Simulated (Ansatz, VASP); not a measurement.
## Two plane-wave programs on Mg2C3

```
Mg C
1.0
     2.39462   -2.33943   -0.00141
     2.39462    2.33943   -0.00141
    -1.21928    0.00000    4.83368
Mg C
2 3
Cartesian
  3.6304 0.0000 0.9623
  -0.0604 0.0000 3.8686
  1.1274 0.0000 1.2683
  2.4425 0.0000 3.5626
  1.7850 0.0000 2.4154
```

Alike in both runs: functional r2SCAN; k mesh 6 × 6 × 4; occupations gaussian, width 0.1 eV; no spin polarisation.

Ansatz relaxed the structure, and its values are those at the end. VASP's run is a single point on that final structure, the one shown.

```csv
,VASP,Ansatz
version,VASP 6.6.1,Ansatz 0.2.0
potentials or method,"VASP PAW PBE potentials, release 64 (Mg_sv, C), cutoff 750 eV","scalar-relativistic, plane waves, PAW"
valence electrons in the cell,32,32
```

```csv
,VASP,Ansatz,Ansatz less VASP
gap on the k mesh at the Fermi level (eV),1.97,1.97,-0.004
least direct gap on the mesh (eV),2.74,2.73,-0.009
pressure (GPa),-0.1,0.1,+0.27
rms of the force components (eV/Å),0.041,0.014,-0.0261
```

VASP's potentials were made for PBE, not for r2SCAN.
